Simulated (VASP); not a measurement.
Input of a VASP 6.6.1 run:

Contents of INCAR:

```
SYSTEM = Be
PREC = Accurate
ENCUT = 520
EDIFF = 1E-7
ISMEAR = -1
SIGMA = 0.08
LREAL = .FALSE.
LASPH = .TRUE.
NELM = 80
ALGO = Normal
ISIF = 2
LWAVE = .FALSE.
LCHARG = .TRUE.
GGA = PS
LELF = .TRUE.
LVHAR = .TRUE.
NBANDS = 7
```

KPOINTS

```
Automatic mesh
0
G
  21 21 21
  0 0 0
```

POSCAR

```
Be
1.0
    0.0000000000      1.5266871323      1.5266871323
    1.5266871323      0.0000000000      1.5266871323
    1.5266871323      1.5266871323      0.0000000000
Be
1
Direct
    0.0000000000      0.0000000000      0.0000000000
```

Potentials or basis: VASP PAW PBE potentials, release 64 (Be).

The run is started by

```sh
$ cat potpaw_PBE.64/Be/POTCAR > POTCAR
$ mpirun -np 1 vasp_std > vasp.out
```

(1) Estimate the band gap on the k mesh.

(2) Predict the pressure.

## Answers

(1) zero (bands 1 and 2 overlap by 0.54 eV).

(2) 13.5 GPa.

Caveat: the cell stands under pressure; the PAW data sets were made with another functional, which shifts forces and pressure a little.
